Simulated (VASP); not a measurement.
Ag, 1 atom in the cell. The structure is cubic, space group Fm-3m (No. 225). Conventional cell: a = 4.100 Å, b = 4.100 Å, c = 4.100 Å, α = 90.00°, β = 90.00°, γ = 90.00°. Within 3.8 Å of Ag (site symmetry m-3m) lie 12 Ag at 2.90 Å.  This cell differs from its parent crystal: volume scaled by 1.01.

| Quantity | Value |
| --- | --- |
| Program | VASP 6.6.1 |
| Task | single point |
| Functional | PBE |
| Potentials or basis | VASP PAW PBE potentials, release 64 (Ag) |
| Cutoff | 520 eV |
| k mesh | 15 × 15 × 15 |
| Occupations | fermi-dirac, width 0.05 eV |
| Spin | no spin polarisation |
| Dipole correction | no |
| Further INCAR settings | ALGO = Normal; EDIFF = 1e-06; NBANDS = 12 |

Potentials or basis: VASP PAW PBE potentials, release 64 (Ag).

Command:

```bash
$ cat potpaw_PBE.64/Ag/POTCAR > POTCAR
$ mpirun -np 1 vasp_std > vasp.out
```

Hardware: 1 thread of AMD EPYC 9R45 96-Core Processor (Zen 5), on a shared host.

Estimate the wall time of this run.

Run time: 13 s on 1 thread of AMD EPYC 9R45 96-Core Processor (Zen 5), with other jobs on the host, peak memory 0.12 GiB. Counts: scf iterations 11, k points 120.
